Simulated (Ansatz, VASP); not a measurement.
# Ir: VASP beside Ansatz

The input INCAR:

```
SYSTEM = Ir
PREC     = Accurate       ! precision mode
ENCUT    = 560            ! plane-wave cutoff, eV
EDIFF    = 1E-6           ! SCF threshold, eV
ISMEAR   = 0              ! smearing method
SIGMA    = 0.15           ! smearing width, eV
LREAL    = .FALSE.        ! projectors in reciprocal space
LASPH    = .TRUE.         ! aspherical terms in the spheres
NELM     = 120            ! most SCF steps
ALGO     = Normal         ! electronic algorithm
ISIF     = 2              ! what is computed and relaxed
LWAVE    = .FALSE.        ! write WAVECAR
LCHARG   = .FALSE.        ! write CHGCAR
GGA      = PS             ! functional
NBANDS   = 14             ! bands
GGA_COMPAT= .FALSE.
```

KPOINTS

```
Automatic mesh
0
G
  22 22 22
  0 0 0
```

File POSCAR:

```
Ir
1.0
    0.0000000000      1.9197000000      1.8717075000
    1.9197000000      0.0000000000      1.8717075000
    1.9197000000      1.9197000000      0.0000000000
Ir
1
Direct
    0.0000000000      0.0000000000      0.0000000000
```

Input for Ansatz:

```yaml
crystal:
  lattice:
    - [0.0, 1.9197, 1.8717075]
    - [1.9197, 0.0, 1.8717075]
    - [1.9197, 1.9197, 0.0]
  atoms:
    - { symbol: Ir, position: [0.0, 0.0, 0.0] }
basis:
  ecutwfc: 420
kpoints:
  mp_grid: { grid: [22, 22, 22] }
hamiltonian:
  xc: pbesol
scf:
  occupations: { method: gaussian, width: 0.15 }
output:
  forces: true
  stress: true
  eigenvalues: true
```

Change from the starting cell: strain -0.0250 x Voigt [0, 0, 1, 0, 0, 0], atoms carried along.

Alike in both runs: task single point; functional PBEsol; k mesh 22 × 22 × 22; occupations gaussian, width 0.15 eV; no spin polarisation.

|  | VASP | Ansatz |
| --- | --- | --- |
| version | VASP 6.6.1 | Ansatz 0.2.0 |
| potentials or method | VASP PAW PBE potentials, release 64 (Ir_sv_GW), cutoff 560 eV | scalar-relativistic, plane waves, PAW |
| valence electrons in the cell | 17 | 17 |

```tsv
	VASP	Ansatz	Ansatz less VASP
gap on the k mesh at the Fermi level (eV)	none	none	-
pressure (GPa)	5.7	7.7	+1.95
traceless stress, the component that is largest in VASP (GPa)	6.65	6.67	+0.018
```

VASP's potentials were made for PBE, not for PBEsol. A gap of «none» marks a metal or a gap that the smearing closes.

Neither program's run includes spin-orbit coupling.
